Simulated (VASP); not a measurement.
# Sn (Pm-3m) in VASP: single point with PBE

Aim: the single point of Sn with PBE.

Program: VASP 6.6.1. These are calculated values, not measurements. Logs are shortened: lines on timing, memory, paths and dates and some standing lists are left out, and cuts for length are marked.

### Step 1. The cell of the first run

It takes space group Pm-3m (No. 221, cubic). The conventional cell has a = 3.102 Å, b = 3.102 Å, c = 3.102 Å, α = 90.00°, β = 90.00°, γ = 90.00°. Sn (site symmetry m-3m) has 6 Sn at 3.10 Å within 4.1 Å.

### Step 2. Single point, PBE

File INCAR:

```
PREC = Accurate ; ENCUT = 520
EDIFF = 1E-6 ; ISMEAR = -1
SIGMA = 0.13605693000000002 ; LREAL = F
LASPH = T ; NELM = 60
ALGO = Normal ; ISIF = 2
LWAVE = F ; LCHARG = T
GGA = PE ; LELF = T
LVHAR = T ; NBANDS = 13
```

File KPOINTS:

```
regular mesh
0
Gamma
  11 11 11
```

File POSCAR:

```
Sn
1.0
    3.1020451299      0.0000000000      0.0000000000
    0.0000000000      3.1020451299      0.0000000000
    0.0000000000      0.0000000000      3.1020451299
Sn
1
Direct
    0.0000000000      0.0000000000      0.0000000000
```

Potentials or basis: VASP PAW PBE potentials, release 64 (Sn_d).

On the command line:

```bash
$ cat potpaw_PBE.64/Sn_d/POTCAR > POTCAR
$ mpirun -np 1 vasp_std > vasp.out
```

OUTCAR:

```text
PREC = Accurate
   ENCUT = 520
   EDIFF = 1E-6
   ISMEAR = -1
   LREAL = F
   LASPH = T
   NELM = 60
   ISIF = 2
   GGA = PE

 ion  position               nearest neighbor table
   1  0.000  0.000  0.000-

  LATTYP: Found a simple cubic cell.
 ALAT       =     3.1020451299

  Lattice vectors:

 A1 = (   3.1020451299,   0.0000000000,   0.0000000000)
 A2 = (   0.0000000000,   3.1020451299,   0.0000000000)
 A3 = (   0.0000000000,   0.0000000000,   3.1020451299)

Analysis of symmetry for initial positions (statically):
=====================================================================
 Subroutine PRICEL returns:
 Original cell was already a primitive cell.

 Routine SETGRP: Setting up the symmetry group for a
 simple cubic supercell.

 Subroutine GETGRP returns: Found 48 space group operations
 (whereof 48 operations were pure point group operations)
 out of a pool of 48 trial point group operations.

The static configuration has the point symmetry O_h .

Analysis of symmetry for dynamics (positions and initial velocities):
=====================================================================
 Subroutine PRICEL returns:
 Original cell was already a primitive cell.

 Routine SETGRP: Setting up the symmetry group for a
 simple cubic supercell.

 Subroutine GETGRP returns: Found 48 space group operations
 (whereof 48 operations were pure point group operations)
 out of a pool of 48 trial point group operations.

The dynamic configuration has the point symmetry O_h .

 Subroutine INISYM returns: Found 48 space group operations
 (whereof 48 operations are pure point group operations),
 and found     1 'primitive' translations

----------------------------------------------------------------------------------------

                                     Primitive cell

  volume of cell :      29.8500

  direct lattice vectors                    reciprocal lattice vectors
     3.102045130  0.000000000  0.000000000     0.322367973  0.000000000  0.000000000
     0.000000000  3.102045130  0.000000000     0.000000000  0.322367973  0.000000000
     0.000000000  0.000000000  3.102045130     0.000000000  0.000000000  0.322367973

  length of vectors
     3.102045130  3.102045130  3.102045130     0.322367973  0.322367973  0.322367973

  position of ions in fractional coordinates (direct lattice)
     0.000000000  0.000000000  0.000000000

  ion indices of the primitive-cell ions
   primitive index   ion index
                 1           1

----------------------------------------------------------------------------------------

 KPOINTS: regular mesh

Automatic generation of k-mesh.
 Grid dimensions read from file:
 generate k-points for:   11   11   11

 Generating k-lattice:

  Cartesian coordinates                     Fractional coordinates (reciprocal lattice)
     0.029306179  0.000000000  0.000000000     0.090909091  0.000000000  0.000000000
     0.000000000  0.029306179  0.000000000     0.000000000  0.090909091  0.000000000
     0.000000000  0.000000000  0.029306179     0.000000000  0.000000000  0.090909091

  Length of vectors
     0.029306179  0.029306179  0.029306179

  Shift w.r.t. Gamma in fractional coordinates (k-lattice)
     0.000000000  0.000000000  0.000000000

 Subroutine IBZKPT returns following result:
 ===========================================

 Found     56 irreducible k-points:

 Following reciprocal coordinates:
            Coordinates               Weight
  0.000000  0.000000  0.000000      1.000000
  0.090909  0.000000  0.000000      6.000000
  0.181818  0.000000  0.000000      6.000000
  0.272727  0.000000  0.000000      6.000000
  0.363636  0.000000  0.000000      6.000000
  0.454545  0.000000  0.000000      6.000000
[... 16 lines left out ...]
  0.181818  0.090909  0.090909     24.000000
  0.272727  0.090909  0.090909     24.000000
 [... further k-points ...]
   k-points           NKPTS =     56   k-points in BZ     NKDIM =     56   number of bands    NBANDS=     13
   number of dos      NEDOS =    301   number of ions     NIONS =      1
   total plane-waves  NPLWV =  13824
   dimension x,y,z NGX =    24 NGY =   24 NGZ =   24
   dimension x,y,z NGXF=    48 NGYF=   48 NGZF=   48
   ions per type =               1
   NGX,Y,Z   is equivalent  to a cutoff of  12.86, 12.86, 12.86 a.u.
   NGXF,Y,Z  is equivalent  to a cutoff of  25.72, 25.72, 25.72 a.u.
 SYSTEM =  unknown system
   PREC   = accura    normal or accurate (medium, high low for compatibility)
   ISTART =      0    job   : 0-new  1-cont  2-samecut
   ICHARG =      2    charge: 1-file 2-atom 10-const
   ISPIN  =      1    spin polarized calculation?
   LNONCOLLINEAR =      F non collinear calculations
   LSORBIT =      F    spin-orbit coupling
   LASPH  =      T    aspherical Exc in radial PAW
   ENCUT  =  520.0 eV  38.22 Ry    6.18 a.u.   5.77  5.77  5.77*2*pi/ulx,y,z
   NELM   =     60;   NELMIN=  2; NELMDL= -5     # of ELM steps
   EDIFF  = 0.1E-05   stopping-criterion for ELM
   LREAL  =      F    real-space projection
   EDIFFG = 0.1E-04   stopping-criterion for IOM
   NSW    =      0    number of steps for IOM
   IBRION =     -1    ionic relax: 0-MD 1-quasi-New 2-CG
   NFREE  =      0    steps in history (QN), initial steepest desc. (CG)
   ISIF   =      2    stress and relaxation
   ISYM   =      2    0-nonsym 1-usesym 2-fastsym
   POTIM  = 0.5000    time-step for ionic-motion
   TEBEG  =    0.0;   TEEND  =   0.0 temperature during run
   PSTRESS=    0.0 pullay stress
   NELECT =      14.0000    total number of electrons
   NUPDOWN=      -1.0000    fix difference up-down
   EMIN   =  10.00;   EMAX   =-10.00  energy-range for DOS
   EFERMI =   0.00;   METHOD = LEGACY
   ISMEAR =    -1;   SIGMA  =   0.14  broadening in eV -4-tet -1-fermi 0-gaus
   EFERMI_NEDOS =   21; number of points for ismear=-14 and -15
   IALGO  =     38    algorithm
   IMIX   =      4    mixing-type and parameters
     AMIX     =   0.40;   BMIX     =  1.00
     AMIX_MAG =   1.60;   BMIX_MAG =  1.00
  volume/ion in A,a.u.               =      29.85       201.44
  Fermi-wavevector in a.u.,A,eV,Ry     =   1.271948  2.403633 22.012213  1.617852
  Thomas-Fermi vector in A             =   2.404853
   LORBIT       =      0    0 simple, 1 ext, 2 COOP (PROOUT), +10 PAW based schemes
   GGA     = PE    functional components
   LHFCALC =     F    Hartree Fock is set to
   AEXX    =    0.0000 exact exchange contribution
   IVDW    =     0    specifies the selected vdW correction
   LEPSILON=     F    determine dielectric tensor
   LRPA    =     F    only Hartree local field effects (RPA)
 non-spin polarized calculation
  energy-cutoff  :      520.00
  volume of cell :       29.85
 maximum number of plane-waves:       816
 NGX is ok and might be reduce to    24
   NGX = 11   NGY = 11   NGZ = 11

 number of electron      13.9999987 magnetization

 Free energy of the ion-electron system (eV)
  ---------------------------------------------------
  ext. energy  EPLUGINS =         0.00000000
  ---------------------------------------------------
  free energy    TOTEN  =        -3.78245617 eV

  energy without entropy =       -3.74023458  energy(sigma->0) =       -3.76134537

 E-fermi :   6.6969     XC(G=0):  -9.8189

 val. band max:        6.6645439960   @ k =   0.4545   0.4545   0.3636
 cond. band min:       6.7765324909   @ k =   0.2727   0.2727   0.0909
 fundamental gap:      0.1119884949
 Fermi energy:         6.6969312149

 k-point     1 :       0.0000    0.0000    0.0000
  band No.  band energies     occupation
      1     -14.7813      2.00000
      2     -14.7813      2.00000
      3     -14.4345      2.00000
      4     -14.4345      2.00000
      5     -14.4345      2.00000
      6      -3.7324      2.00000
      7      11.9790      0.00000
      8      11.9790      0.00000
      9      11.9790      0.00000
     10      15.2923      0.00000
     11      15.2923      0.00000
     12      16.4988      0.00000
     13      26.5933      0.00000

 k-point     2 :       0.0909    0.0000    0.0000
  band No.  band energies     occupation
      1     -14.7799      2.00000
      2     -14.7592      2.00000
      3     -14.4417      2.00000
      4     -14.4417      2.00000
      5     -14.4339      2.00000
      6      -3.6045      2.00000
      7      10.4537      0.00000
      8      12.1144      0.00000
      9      12.1144      0.00000
     10      15.3905      0.00000
     11      16.0156      0.00000
     12      17.5936      0.00000
     13      25.5131      0.00000

 k-point     3 :       0.1818    0.0000    0.0000
  band No.  band energies     occupation
      1     -14.7764      2.00000
      2     -14.7000      2.00000
      3     -14.4609      2.00000
      4     -14.4609      2.00000
      5     -14.4323      2.00000
      6      -3.2223      2.00000
      7       8.1058      0.00006
      8      12.5065      0.00000
      9      12.5065      0.00000
     10      15.6859      0.00000
     11      16.4131      0.00000
     12      20.4040      0.00000
     13      23.6899      0.00000

 k-point     4 :       0.2727    0.0000    0.0000
  band No.  band energies     occupation
      1     -14.7717      2.00000
      2     -14.6223      2.00000
      3     -14.4860      2.00000
      4     -14.4860      2.00000
      5     -14.4303      2.00000
      6      -2.5967      2.00000
      7       5.8745      1.99527
      8      13.1066      0.00000
      9      13.1066      0.00000
     10      16.1811      0.00000
     11      16.8878      0.00000
     12      21.9280      0.00000
     13      22.6563      0.00000

 k-point     5 :       0.3636    0.0000    0.0000
  band No.  band energies     occupation
      1     -14.7675      2.00000
      2     -14.5507      2.00000
      3     -14.5089      2.00000
      4     -14.5089      2.00000
      5     -14.4284      2.00000
      6      -1.7777      2.00000
      7       3.9469      2.00000
      8      13.8008      0.00000
      9      13.8008      0.00000
     10      16.8766      0.00000
     11      17.5061      0.00000
     12      20.3611      0.00000
     13      21.1124      0.00000
[... 257 lines left out ...]
 k-point    22 :       0.0909    0.0909    0.0909
  band No.  band energies     occupation
      1     -14.7461      2.00000
      2     -14.7461      2.00000
      3     -14.4491      2.00000
      4     -14.4481      2.00000
      5     -14.4481      2.00000
      6      -3.3488      2.00000
      7      10.6004      0.00000
      8      10.6004      0.00000
      9      10.9580      0.00000
     10      17.2902      0.00000
     11      17.2902      0.00000
     12      18.2090      0.00000
     13      23.8853      0.00000

 k-point    23 :       0.1818    0.0909    0.0909
  band No.  band energies     occupation
      1     -14.7427      2.00000
      2     -14.6862      2.00000
      3     -14.4686      2.00000
      4     -14.4678      2.00000
      5     -14.4468      2.00000
      6      -2.9670      2.00000
      7       8.3496      0.00001
      8      10.9758      0.00000
      9      11.2472      0.00000
     10      17.5858      0.00000
     11      18.0530      0.00000
     12      20.3932      0.00000
     13      21.8506      0.00000

 k-point    24 :       0.2727    0.0909    0.0909
  band No.  band energies     occupation
      1     -14.7382      2.00000
      2     -14.6076      2.00000
      3     -14.4945      2.00000
      4     -14.4934      2.00000
      5     -14.4446      2.00000
      6      -2.3422      2.00000
      7       6.1229      1.97100
      8      11.5598      0.00000
      9      11.8553      0.00000
     10      18.0043      0.00000
     11      18.1635      0.00000
     12      20.0876      0.00000
     13      20.8121      0.00000

 [... further k-points ...]

------------------------ aborting loop because EDIFF is reached ----------------------------------------

  FORCE on cell =-STRESS in cart. coord.  units (eV):
  Direction    XX          YY          ZZ          XY          YZ          ZX
  --------------------------------------------------------------------------------------
  -------------------------------------------------------------------------------------
  Total       -0.0736331     -0.0736331     -0.0736331      0.0000000     -0.0000000     -0.0000000
  in kB       -3.9522062     -3.9522062     -3.9522062      0.0000000     -0.0000000     -0.0000000
  external PRESSURE =      -3.9522062 kB  Pullay stress =       0.0000000 kB

 VOLUME and BASIS-vectors are now :
 -----------------------------------------------------------------------------
  energy-cutoff  :      520.00
  volume of cell :       29.85
      direct lattice vectors                 reciprocal lattice vectors
     3.102045130  0.000000000  0.000000000     0.322367973  0.000000000  0.000000000
     0.000000000  3.102045130  0.000000000     0.000000000  0.322367973  0.000000000
     0.000000000  0.000000000  3.102045130     0.000000000  0.000000000  0.322367973

 POSITION                                       TOTAL-FORCE (eV/Angst)
 -----------------------------------------------------------------------------------
      0.00000      0.00000      0.00000         0.000000      0.000000      0.000000
 -----------------------------------------------------------------------------------
    total drift:                                0.000000      0.000000     -0.000000

  FREE ENERGIE OF THE ION-ELECTRON SYSTEM (eV)
  ---------------------------------------------------
  free  energy   TOTEN  =        -3.7824561696 eV

  energy  without entropy=       -3.7402345800  energy(sigma->0) =       -3.76134537
```

Wall time 10 s (1 thread of AMD EPYC 7R13 (Zen 3), shared host); peak memory 0.12 GiB.

Results:

```
Free energy            : -3.7825 eV
Pressure               : -0.4 GPa
Band gap on the k mesh : zero (band 7 reaches 11.98 eV, above the bottom of band 8 at 4.98 eV)
```

Levels at points of the mesh, in eV from the Fermi level:
```
           k point  band 3  band 4  band 5  band 6  band 7  band 8  band 9  band 10  band 11  band 12
(0.00, 0.00, 0.00)  -21.13  -21.13  -21.13  -10.43    5.28    5.28    5.28     8.60     8.60     9.80
```

Caveat: spin-orbit coupling is left out, which moves the levels of the heavy elements.
